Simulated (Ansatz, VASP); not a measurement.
**Two plane-wave programs on C**

INCAR

```
ALGO = Normal ; EDIFF = 1E-6
EDIFFG = -0.01 ; ENCUT = 600
GGA = PE ; IBRION = 2
ISIF = 3 ; ISMEAR = 0
LASPH = T ; LCHARG = F
LREAL = F ; LWAVE = F
NELM = 80 ; NSW = 100
PREC = Accurate ; SIGMA = 0.02
```

The input KPOINTS:

```
k-points
0
Gamma
  10 10 10
```

POSCAR

```
C
1.0
   -1.2739832641      2.4688031721      2.1023377046
    1.2739832641     -2.4688031721      2.1023377046
    1.2739832641      2.4688031721     -2.1023377046
C
4
Direct
    0.7329463629      0.1458909810      0.5870553819
    0.9411644008      0.8541090190      0.0870553819
    0.0588355992      0.1458909810      0.9129446181
    0.2670536371      0.8541090190      0.4129446181
```

Input for Ansatz:

```yaml
crystal:
  lattice:
    - [-1.2739832641, 2.4688031721, 2.1023377046]
    - [1.2739832641, -2.4688031721, 2.1023377046]
    - [1.2739832641, 2.4688031721, -2.1023377046]
  atoms:
    - { symbol: C, position: [0.7329463629, 0.145890981, 0.5870553819] }
    - { symbol: C, position: [0.9411644008, 0.854109019, 0.0870553819] }
    - { symbol: C, position: [0.0588355992, 0.145890981, 0.9129446181] }
    - { symbol: C, position: [0.2670536371, 0.854109019, 0.4129446181] }
basis:
  ecutwfc: 420
kpoints:
  mp_grid: { grid: [10, 10, 10] }
hamiltonian:
  xc: pbe
scf:
  occupations: { method: gaussian, width: 0.02 }
output:
  forces: true
  stress: true
  eigenvalues: true
relax:
  adjacent_minimum: "off"
  f_tol: 0.01
  max_steps: 80
  cell: { stress_tol: 0.05 }
```

Alike in both runs: task relaxation of cell and atoms; functional PBE; k mesh 10 × 10 × 10; occupations gaussian, width 0.02 eV; no spin polarisation.

|  | VASP | Ansatz |
| --- | --- | --- |
| version | VASP 6.6.1 | Ansatz 0.2.0 |
| potentials or method | VASP PAW PBE potentials, release 64 (C), cutoff 600 eV | scalar-relativistic, plane waves, PAW |
| valence electrons in the cell | 16 | 16 |

Ansatz gave:

* gap on the k mesh at the Fermi level, each at its own relaxed structure (eV): 2.72
* relaxed volume (Å³/atom): 6.61
* relaxed cell length with the largest relative difference (Å): 3.484

Problem. Estimate VASP's values.

Solution. gap on the k mesh at the Fermi level, each at its own relaxed structure (eV): 2.71; relaxed volume (Å³/atom): 6.61; relaxed cell length with the largest relative difference (Å): 3.484.
